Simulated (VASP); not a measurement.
Write the native input for VASP 6.6.1 that does the following.

| Quantity | Value |
| --- | --- |
| Task | single point |
| Functional | LDA |
| Potentials or basis | VASP PAW LDA potentials, release 64 (Ca_sv, O) |
| Cutoff | 520 eV |
| k mesh | 9 × 9 × 6 |
| Occupations | gaussian, width 0.05 eV |
| Spin | no spin polarisation |
| Dipole correction | no |
| Further INCAR settings | ALGO = Normal; EDIFF = 1e-06; NBANDS = 24 |

The structure of CaO lies in POSCAR:

```
CaO
1.0
    4.0119357036      0.0000000000      0.0000000000
   -2.0059678518      3.4571524753      0.0000000000
    0.0000000000      0.0000000000      4.7848400100
Ca O
2 2
Direct
    0.3333333333      0.6666666667      0.7500000000
    0.6666666667      0.3333333333      0.2500000000
    0.3333333333      0.6666666667      0.2500000000
    0.6666666667      0.3333333333      0.7500000000
```

This cell differs from its parent crystal: strain +0.0050 x Voigt [1, 0, 0, 0, 0, 0].

These files were run (other wordings do the same):

INCAR

```
PREC = Accurate ; ENCUT = 520
EDIFF = 1E-6 ; ISMEAR = 0
SIGMA = 0.05 ; LREAL = False
LASPH = True ; NELM = 100
ALGO = Normal ; ISIF = 2
LWAVE = False ; LCHARG = True
LELF = True ; LVHAR = True
NBANDS = 24
```

KPOINTS

```
regular mesh
0
Gamma
  9 9 6
```

Potentials or basis: VASP PAW LDA potentials, release 64 (Ca_sv, O).

The run is started by

```console
$ cat potpaw_LDA.64/Ca_sv/POTCAR potpaw_LDA.64/O/POTCAR > POTCAR
$ mpirun -np 1 vasp_std > vasp.out
```

It gave:

```yaml
Pressure: -5.5 GPa
Largest_force: 0.027 eV/Å
Band_gap_on_the_k_mesh: 2.98 eV, direct
```

Caveat: the cell differs from its parent crystal (strain +0.0050 x Voigt [1, 0, 0, 0, 0, 0]).

Wall time 98 s on 1 thread of AMD EPYC 9R45 96-Core Processor (Zen 5), on a shared host, peak memory 0.22 GiB.
